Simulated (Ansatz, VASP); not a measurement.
TiAl: VASP beside Ansatz

POSCAR

```
TiAl
1.0
    3.4535658153      0.0000000000      0.0000000000
    0.0000000000      3.4535658153      0.0000000000
    0.0000000000      0.0000000000      2.6937813360
Ti Al
1 1
Direct
    0.0000000000      0.0000000000      0.0000000000
    0.5000000000      0.5000000000      0.5000000000
```

Contents of INCAR.step1:

```
ALGO = Normal ; EDIFF = 1E-4
ENCUT = 520 ; GGA = PE
ISMEAR = 0 ; LASPH = True
LCHARG = False ; LREAL = False
LWAVE = True ; NBANDS = 14
NELM = 80 ; PREC = Accurate
SIGMA = 0.15
```

The input INCAR.step2:

```
ALGO = Normal ; EDIFF = 1E-6
ENCUT = 520 ; ISIF = 2
ISMEAR = 0 ; ISTART = 1
LASPH = True ; LCHARG = True
LELF = True ; LMIXTAU = True
LREAL = False ; LVHAR = True
LWAVE = False ; METAGGA = R2SCAN
NBANDS = 14 ; NELM = 80
PREC = Accurate ; SIGMA = 0.15
```

File KPOINTS:

```
k-points
0
Gamma
  16 16 16
```

Input for Ansatz:

```yaml
crystal:
  lattice:
    - [3.4535658153, 0.0, 0.0]
    - [0.0, 3.4535658153, 0.0]
    - [0.0, 0.0, 2.693781336]
  atoms:
    - { symbol: Ti, position: [0.0, 0.0, 0.0] }
    - { symbol: Al, position: [0.5, 0.5, 0.5] }
basis:
  ecutwfc: 500
kpoints:
  mp_grid: { grid: [16, 16, 16] }
hamiltonian:
  xc: r2scan
scf:
  occupations: { method: gaussian, width: 0.15 }
output:
  forces: true
  stress: true
  eigenvalues: true
```

Alike in both runs: task single point; functional r2SCAN; k mesh 16 × 16 × 16; occupations gaussian, width 0.15 eV; no spin polarisation.

|  | VASP | Ansatz |
| --- | --- | --- |
| version | VASP 6.6.1 | Ansatz 0.2.0 |
| potentials or method | VASP PAW PBE potentials, release 64 (Ti_sv, Al), cutoff 520 eV | scalar-relativistic, plane waves, PAW |
| valence electrons in the cell | 15 | 15 |

Ansatz gave:

```
gap on the k mesh at the Fermi level (eV)                     : none
pressure (GPa)                                                : 1.8
traceless stress, the component that is largest in VASP (GPa) : 6.06
```

**Question.** Which values does VASP return?

**Answer.** gap on the k mesh at the Fermi level (eV): none; pressure (GPa): 1.9; traceless stress, the component that is largest in VASP (GPa): 6.03.

VASP's potentials were made for PBE, not for r2SCAN. A gap of «none» marks a metal or a gap that the smearing closes.
